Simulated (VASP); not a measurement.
Runs of VASP 6.6.1 on Al3B2P. The structure is that of space group P6/mmm (No. 191), or close to it. The cells are those of the table. 

```csv
task,cell,k mesh,cutoff (eV),gap on the mesh (eV),pressure (GPa),largest force (eV/Å)
relaxation of cell and atoms,"relaxed from a = 4.276, b = 4.276, c = 6.198 Å, angles 90.0, 90.0, 120.0°, 6 atoms",6 × 6 × 4,600,none,0.0,-
single point,"a = 5.403, b = 5.403, c = 5.063 Å, angles 90.0, 90.0, 120.0°, 6 atoms",12 × 12 × 8,520,none,-0.1,0.02
single point,"a = 5.459, b = 5.459, c = 5.047 Å, angles 90.0, 90.0, 120.0°, 6 atoms",6 × 6 × 4,520,none,(b),0.01
single point,"a = 4.276, b = 4.276, c = 6.198 Å, angles 90.0, 90.0, 120.0°, 6 atoms",6 × 6 × 4,520,none,44.0,(a)
```

Alike in all rows: level PBE; potentials or basis VASP PAW PBE potentials, release 64 (Al, B, P); no spin polarisation; smearing gaussian 0.1 eV.

Task: Estimate the missing entries.

Result: (a) 1.15; (b) 0.1.

Caveats: forces of over 1 eV/Å act on the atoms, so gaps and moduli don't describe the material at rest (some runs).

A gap of «none» marks levels without a gap at the run's occupations.
